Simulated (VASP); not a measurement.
Crystal: NaCl.

```
Cl Na
1.0
     0.00000    2.79406    2.79406
     2.79406    0.00000    2.79406
     2.79406    2.79406    0.00000
Cl Na
1 1
Direct
  0.50000 0.50000 0.50000
  0.00000 0.00000 0.00000
```

```yaml
Program: VASP 6.6.1
Task: relaxation of cell and atoms
Functional: PBE-based screened hybrid with 25 % exact exchange
Potentials_or_basis: VASP PAW PBE potentials, release 64 (Cl, Na_pv)
Cutoff: 600 eV
k_mesh: 4 × 4 × 4
Occupations: fermi-dirac, width 0.05 eV
Spin: no spin polarisation
```

At the start: pressure 1.0 GPa; volume 21.81 Å³/atom.

Problem. How do energy, volume and symmetry change on relaxing?

Solution. Over 3 steps the energy falls by 2.7 meV/atom and the volume is 22.66 Å³/atom (+3.9 %); space group Fm-3m (No. 225, to 0.1 Å) before and after.

Step by step:
```tsv
step	energy change (eV)	largest force (eV/Å)	pressure (GPa)	volume (Å³)
1	0.0000	0.0000	1.05	43.63
2	-0.0042	0.0000	0.46	44.53
3	-0.0054	0.0000	0.01	45.31
```

Final structure:
```yaml
crystal:
  lattice:
    - [0.00000, 2.82959, 2.82959]
    - [2.82959, 0.00000, 2.82959]
    - [2.82959, 2.82959, 0.00000]
  atoms:
    - { symbol: Cl, position: [0.50000, 0.50000, 0.50000] }
    - { symbol: Na, position: [0.00000, 0.00000, 0.00000] }
```

Caveat: the k points lie up to 0.48 Å⁻¹ apart in the final cell; the PAW data sets were made with another functional, which shifts forces and pressure a little.
